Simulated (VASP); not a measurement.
# NaI (Fm-3m) in VASP: a series of runs

NaI is run at these levels: HSE06, PBE-based screened hybrid with 100 % exact exchange, PBE-based screened hybrid with 30 % exact exchange; tasks: single point.

Everything below comes from runs of VASP 6.6.1. Logs are shortened: lines on timing, memory, paths and dates and some standing lists are left out, and cuts for length are marked.

### Step 1. The cell of the first run

Symmetry: Fm-3m, No. 225, cubic system. The conventional cell has a = 6.459 Å, b = 6.459 Å, c = 6.459 Å, α = 90.00°, β = 90.00°, γ = 90.00°. Na (site symmetry m-3m) has 6 I at 3.23 Å within 4.2 Å. Within 4.2 Å of I (site symmetry m-3m) lie 6 Na at 3.23 Å.

### Step 2. Single point, HSE06

POSCAR reads:

```
NaI
1.0
    0.0000000000      3.2296282834      3.2296282834
    3.2296282834      0.0000000000      3.2296282834
    3.2296282834      3.2296282834      0.0000000000
Na I
1 1
Direct
    0.0000000000      0.0000000000      0.0000000000
    0.5000000000      0.5000000000      0.5000000000
```

INCAR.step1 reads:

```
SYSTEM = NaI
  PREC = Accurate
  ENCUT = 520
  EDIFF = 1E-5
  ISMEAR = 0
  SIGMA = 0.01
  LREAL = .False.
  LASPH = .True.
  NELM = 80
  ALGO = Normal
  ISIF = 2
  LWAVE = .True.
  GGA = PE
  NBANDS = 14
```

INCAR.step2 reads:

```
SYSTEM = NaI
  PREC = Accurate
  ENCUT = 520
  EDIFF = 1E-6
  ISMEAR = 0
  SIGMA = 0.01
  LREAL = .False.
  LASPH = .True.
  NELM = 80
  ALGO = Normal
  ISIF = 2
  LWAVE = .False.
  LCHARG = .True.
  GGA = PE
  LHFCALC = .True.
  HFSCREEN = 0.2079
  PRECFOCK = Normal
  LELF = .True.
  LVHAR = .True.
  ISTART = 1
  NBANDS = 14
```

KPOINTS reads:

```
Automatic mesh
0
Gamma
  2 2 2
  0 0 0
```

Potentials or basis: VASP PAW PBE potentials, release 64 (Na_pv, I).

Started as:

```
cat potpaw_PBE.64/Na_pv/POTCAR potpaw_PBE.64/I/POTCAR > POTCAR
cp INCAR.step1 INCAR
mpirun -np 1 vasp_std > vasp.out
cp INCAR.step2 INCAR
mpirun -np 1 vasp_std > vasp.out
```

OUTCAR:

```text
SYSTEM = NaI
   PREC = Accurate
   ENCUT = 520
   EDIFF = 1E-6
   ISMEAR = 0
   LREAL = .False.
   LASPH = .True.
   NELM = 80
   ISIF = 2
   GGA = PE
   LHFCALC = .True.
   HFSCREEN = 0.2079
   PRECFOCK = Normal
   ISTART = 1

 ion  position               nearest neighbor table
   1  0.000  0.000  0.000-
   2  0.500  0.500  0.500-

  LATTYP: Found a face centered cubic cell.
 ALAT       =     6.4592565668

  Lattice vectors:

 A1 = (   0.0000000000,   3.2296282834,   3.2296282834)
 A2 = (   3.2296282834,   0.0000000000,   3.2296282834)
 A3 = (   3.2296282834,   3.2296282834,   0.0000000000)

Analysis of symmetry for initial positions (statically):
=====================================================================
 Subroutine PRICEL returns:
 Original cell was already a primitive cell.

 Routine SETGRP: Setting up the symmetry group for a
 face centered cubic supercell.

 Subroutine GETGRP returns: Found 48 space group operations
 (whereof 48 operations were pure point group operations)
 out of a pool of 48 trial point group operations.

The static configuration has the point symmetry O_h .

Analysis of symmetry for dynamics (positions and initial velocities):
=====================================================================
 Subroutine PRICEL returns:
 Original cell was already a primitive cell.

 Routine SETGRP: Setting up the symmetry group for a
 face centered cubic supercell.

 Subroutine GETGRP returns: Found 48 space group operations
 (whereof 48 operations were pure point group operations)
 out of a pool of 48 trial point group operations.

The dynamic configuration has the point symmetry O_h .

 Subroutine INISYM returns: Found 48 space group operations
 (whereof 48 operations are pure point group operations),
 and found     1 'primitive' translations

----------------------------------------------------------------------------------------

                                     Primitive cell

  volume of cell :      67.3733

  direct lattice vectors                    reciprocal lattice vectors
     0.000000000  3.229628283  3.229628283    -0.154816578  0.154816578  0.154816578
     3.229628283  0.000000000  3.229628283     0.154816578 -0.154816578  0.154816578
     3.229628283  3.229628283  0.000000000     0.154816578  0.154816578 -0.154816578

  length of vectors
     4.567384120  4.567384120  4.567384120     0.268150179  0.268150179  0.268150179

[... 75 lines left out ...]
   IALGO  =     38    algorithm
   IMIX   =      1    mixing-type and parameters
     AMIX     =   0.40;   BMIX     =  1.00
     AMIX_MAG =   1.60;   BMIX_MAG =  1.00
  volume/ion in A,a.u.               =      33.69       227.33
  Fermi-wavevector in a.u.,A,eV,Ry     =   0.969665  1.832401 12.792876  0.940250
  Thomas-Fermi vector in A             =   2.099736
   LORBIT       =      0    0 simple, 1 ext, 2 COOP (PROOUT), +10 PAW based schemes
   GGA     = PE    functional components
   LHFCALC =     T    Hartree Fock is set to
   PRECFOCK=normal    Normal, Fast or Accurate (Low or Medium for compatibility)
   ENCUT4O =  -1.0   cutoff for four orbital integrals eV
   NKREDX  =     1    reduce k-point grid by
   NKREDY  =     1    reduce k-point grid by
   NKREDZ  =     1    reduce k-point grid by
   AEXX    =    0.2500 exact exchange contribution
   HFSCREEN=    0.2079 screening length (either q_TF or 0.3 A-1)
   HFSCREENC=   0.2079 screening length for correlation (either q_TF or 0.3 A-1)
   ENCUTFOCK=  -1.0 apply spherical cutoff to Coloumb kernel
   IVDW    =     0    specifies the selected vdW correction
   LEPSILON=     F    determine dielectric tensor
   LRPA    =     F    only Hartree local field effects (RPA)
 non-spin polarized calculation
 Gauss-broadening in eV      SIGMA  =   0.01
  energy-cutoff  :      520.00
  volume of cell :       67.37
 maximum number of plane-waves:      1837
 NGX is ok and might be reduce to    36
  NGX = 28; NGY = 28; NGZ = 28

 number of electron      13.9999994 magnetization

 Free energy of the ion-electron system (eV)
  ---------------------------------------------------
  ext. energy  EPLUGINS =         0.00000000
  ---------------------------------------------------
  free energy    TOTEN  =        -5.91681954 eV

  energy without entropy =       -5.91681954  energy(sigma->0) =       -5.91681954

 E-fermi :   0.2910     XC(G=0):  -6.4121

 val. band max:        0.2324255466   @ k =   0.0000   0.0000   0.0000
 cond. band min:       4.9758679048   @ k =   0.0000   0.0000   0.0000
 fundamental gap:      4.7434423582
 Fermi energy:         0.2910458156

 k-point     1 :       0.0000    0.0000    0.0000
  band No.  band energies     occupation
      1     -24.7661      2.00000
      2     -24.7661      2.00000
      3     -24.7661      2.00000
      4     -11.6369      2.00000
      5       0.2324      2.00000
      6       0.2324      2.00000
      7       0.2324      2.00000
      8       4.9759      0.00000
      9       9.2510      0.00000
     10       9.2510      0.00000
     11       9.2510      0.00000
     12      11.1760      0.00000
     13      11.1760      0.00000
     14      11.7948      0.00000
[... 20 lines left out ...]
      1     -24.7702      2.00000
      2     -24.7678      2.00000
      3     -24.7678      2.00000
      4     -11.1871      2.00000
      5      -1.7882      2.00000
      6      -0.5630      2.00000
      7      -0.5630      2.00000
      8       5.7615      0.00000
      9       6.7666      0.00000
     10      11.4105      0.00000
     11      12.8770      0.00000
     12      12.8770      0.00000
     13      13.1087      0.00000
     14      14.8269      0.00000

------------------------ aborting loop because EDIFF is reached ----------------------------------------

  FORCE on cell =-STRESS in cart. coord.  units (eV):
  Direction    XX          YY          ZZ          XY          YZ          ZX
  --------------------------------------------------------------------------------------
  -------------------------------------------------------------------------------------
  Total        0.9335052      0.9335052      0.9335052      0.0000000      0.0000000      0.0000000
  in kB       22.1993229     22.1993229     22.1993229      0.0000000      0.0000000      0.0000000
  external PRESSURE =      22.1993229 kB  Pullay stress =       0.0000000 kB

 VOLUME and BASIS-vectors are now :
 -----------------------------------------------------------------------------
  energy-cutoff  :      520.00
  volume of cell :       67.37
      direct lattice vectors                 reciprocal lattice vectors
     0.000000000  3.229628283  3.229628283    -0.154816578  0.154816578  0.154816578
     3.229628283  0.000000000  3.229628283     0.154816578 -0.154816578  0.154816578
     3.229628283  3.229628283  0.000000000     0.154816578  0.154816578 -0.154816578

 POSITION                                       TOTAL-FORCE (eV/Angst)
 -----------------------------------------------------------------------------------
      0.00000      0.00000      0.00000         0.000000      0.000000      0.000000
      3.22963      3.22963      3.22963        -0.000000     -0.000000     -0.000000
 -----------------------------------------------------------------------------------
    total drift:                                0.000000     -0.000001      0.000000

  FREE ENERGIE OF THE ION-ELECTRON SYSTEM (eV)
  ---------------------------------------------------
  free  energy   TOTEN  =        -5.9168195430 eV

  energy  without entropy=       -5.9168195430  energy(sigma->0) =       -5.91681954
```

OSZICAR.step1:

```text
N       E                     dE             d eps       ncg     rms          rms(c)
DAV:   1     0.882696169591E+02    0.88270E+02   -0.67857E+03    84   0.953E+02
DAV:   2     0.252912143367E+01   -0.85740E+02   -0.76174E+02    84   0.207E+02
DAV:   3    -0.488375458097E+01   -0.74129E+01   -0.73699E+01   102   0.608E+01
DAV:   4    -0.507448012180E+01   -0.19073E+00   -0.19068E+00   104   0.983E+00
DAV:   5    -0.507886889098E+01   -0.43888E-02   -0.43883E-02   108   0.152E+00    0.184E+00
DAV:   6    -0.497015437224E+01    0.10871E+00   -0.11270E-01    96   0.194E+00    0.126E+00
DAV:   7    -0.495418152275E+01    0.15973E-01   -0.12366E-01   102   0.174E+00    0.848E-01
DAV:   8    -0.495881227521E+01   -0.46308E-02   -0.75762E-03    96   0.709E-01    0.178E-01
DAV:   9    -0.495874858971E+01    0.63685E-04   -0.28592E-04   108   0.152E-01    0.471E-02
DAV:  10    -0.495878548339E+01   -0.36894E-04   -0.76899E-05    96   0.772E-02    0.159E-02
DAV:  11    -0.495878852205E+01   -0.30387E-05   -0.72837E-06   108   0.290E-02
   1 F= -.49587885E+01 E0= -.49587885E+01  d E =-.583092E-71
```

It took 50 s on 1 thread of Intel Xeon 8259CL, shared host; peak memory 0.31 GiB.

Results:

- Free energy: -5.9168 eV
- Pressure: 2.2 GPa
- Band gap on the k mesh: 4.74 eV

Levels at points of the mesh, in eV from the valence-band top:
```csv
k point,band 4,band 5,band 6,band 7,band 8,band 9,band 10,band 11
"(0.00, 0.00, 0.00)",-11.87,0.00,0.00,0.00,4.74,9.02,9.02,9.02
"(0.50, 0.00, 0.00)",-11.51,-2.30,-0.30,-0.30,6.12,8.53,8.53,10.07
"(0.50, 0.50, 0.00)",-11.42,-2.02,-0.80,-0.80,5.53,6.53,11.18,12.64
```

Caveat: the k points lie up to 0.84 Å⁻¹ apart, too coarse for converged energies, forces and pressures; the PAW data sets were made with another functional, which shifts forces and pressure a little; spin-orbit coupling is left out, which moves the levels of the heavy elements.

### Step 3. Single point, PBE-based screened hybrid with 100 % exact exchange

POSCAR is that of step 2.

INCAR.step1 reads:

```
SYSTEM = NaI
  ALGO = Normal
  EDIFF = 1E-5
  ENCUT = 520
  GGA = PE
  ISIF = 2
  ISMEAR = 0
  LASPH = .True.
  LCHARG = .False.
  LREAL = .False.
  LWAVE = .True.
  NBANDS = 14
  NELM = 100
  PREC = Accurate
  SIGMA = 0.01
```

INCAR.step2 reads:

```
SYSTEM = NaI
  AEXX = 1.0
  AGGAC = 1.0
  ALDAC = 1.0
  ALGO = Normal
  EDIFF = 1E-7
  ENCUT = 520
  GGA = PE
  HFSCREEN = 0.2078
  ISIF = 2
  ISMEAR = 0
  ISTART = 1
  LASPH = .True.
  LCHARG = .False.
  LHFCALC = .True.
  LREAL = .False.
  LWAVE = .False.
  NBANDS = 14
  NELM = 100
  PREC = Accurate
  PRECFOCK = Normal
  SIGMA = 0.01
```

KPOINTS reads:

```
k-points
0
Gamma
  4 4 4
  0 0 0
```

Potentials or basis: VASP PAW PBE potentials, release 64 (Na_pv, I).

Started as:

```
cat potpaw_PBE.64/Na_pv/POTCAR potpaw_PBE.64/I/POTCAR > POTCAR
cp INCAR.step1 INCAR
mpirun -np 1 vasp_std > vasp.out
cp INCAR.step2 INCAR
mpirun -np 1 vasp_std > vasp.out
```

Wall time 20 min (1 thread of Intel Xeon 8259CL, shared host); peak memory 0.32 GiB.

Results (log left out):

```
Free energy            : -9.3896 eV
Pressure               : -0.6 GPa
Band gap on the k mesh : 7.98 eV
```

Levels at points of the mesh, in eV from the valence-band top:
| k point | band 5 | band 6 | band 7 | band 8 | band 9 | band 10 |
| --- | --- | --- | --- | --- | --- | --- |
| (0.00, 0.00, 0.00) | 0.00 | 0.00 | 0.00 | 7.98 | 12.39 | 12.39 |
| (0.50, 0.00, 0.00) | -2.70 | -0.36 | -0.36 | 9.18 | 11.96 | 11.96 |
| (0.50, 0.50, 0.00) | -2.43 | -0.95 | -0.95 | 8.86 | 9.51 | 14.82 |

Caveat: the k points lie up to 0.42 Å⁻¹ apart; the PAW data sets were made with another functional, which shifts forces and pressure a little; spin-orbit coupling is left out, which moves the levels of the heavy elements.

(Part 1 of 2 ends here.)
